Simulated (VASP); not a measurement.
PtS2:

```
Pt S
1.0
     3.55262    0.00000    0.00000
    -1.77631    3.07666    0.00000
     0.00000    0.00000    5.12283
Pt S
1 2
Direct
  0.00000 0.00000 0.00000
  0.33333 0.66667 0.23925
  0.66667 0.33333 0.76075
```

Base run:

```yaml
Program: VASP 6.6.1
Functional: PBE
Potentials_or_basis: VASP PAW PBE potentials, release 64 (Pt, S)
Cutoff: 520 eV
k_mesh: 12 × 12 × 6
Occupations: gaussian, width 0.01 eV
Spin: no spin polarisation
```

Its results: band gap on the k mesh 0.71 eV (least direct gap 0.97 eV); pressure 3.2 GPa; largest force 0.026 eV/Å.

The run is repeated on the same cell with these changes: functional from PBE to r2SCAN. What comes out?

Band gap on the k mesh 0.87 eV (least direct gap 1.14 eV); pressure 1.2 GPa; largest force 0.049 eV/Å.

Caveats: spin-orbit coupling is left out, which moves the levels of the heavy elements; the cell stands under pressure (at least some runs); the PAW data sets were made with another functional, which shifts forces and pressure a little (at least some runs).

A k mesh can miss the band edges.
